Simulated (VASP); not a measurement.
A run of VASP 6.6.1 is set up as follows.

The input INCAR:

```
SYSTEM = Sb
  PREC = Accurate
  ENCUT = 500
  EDIFF = 1E-7
  ISMEAR = 0
  SIGMA = 0.1
  LREAL = .False.
  LASPH = .True.
  NELM = 120
  ALGO = Normal
  ISIF = 3
  LWAVE = .False.
  LCHARG = .False.
  GGA = PE
  IBRION = 2
  NSW = 80
  EDIFFG = -0.02
  GGA_COMPAT = .False.
  NELMIN = 4
```

Contents of KPOINTS:

```
Automatic mesh
0
Gamma
  6 6 6
  0 0 0
```

File POSCAR:

```
Sb
1.0
    3.2100000000      0.0000000000      0.0000000000
    0.0000000000      3.2100000000      0.0000000000
    0.0000000000      0.0000000000      3.2100000000
Sb
1
Direct
    0.0000000000      0.0000000000      0.0000000000
```

Potentials or basis: VASP PAW PBE potentials, release 64 (Sb).

Launch:

```sh
$ cat potpaw_PBE.64/Sb/POTCAR > POTCAR
$ mpirun -np 1 vasp_std > vasp.out
```

(1) Predict the space group after relaxing (to 0.05 Å).

(2) Predict the relaxed volume.

Results:

(1) Pm-3m (No. 221).

(2) 30.50 Å³/atom.
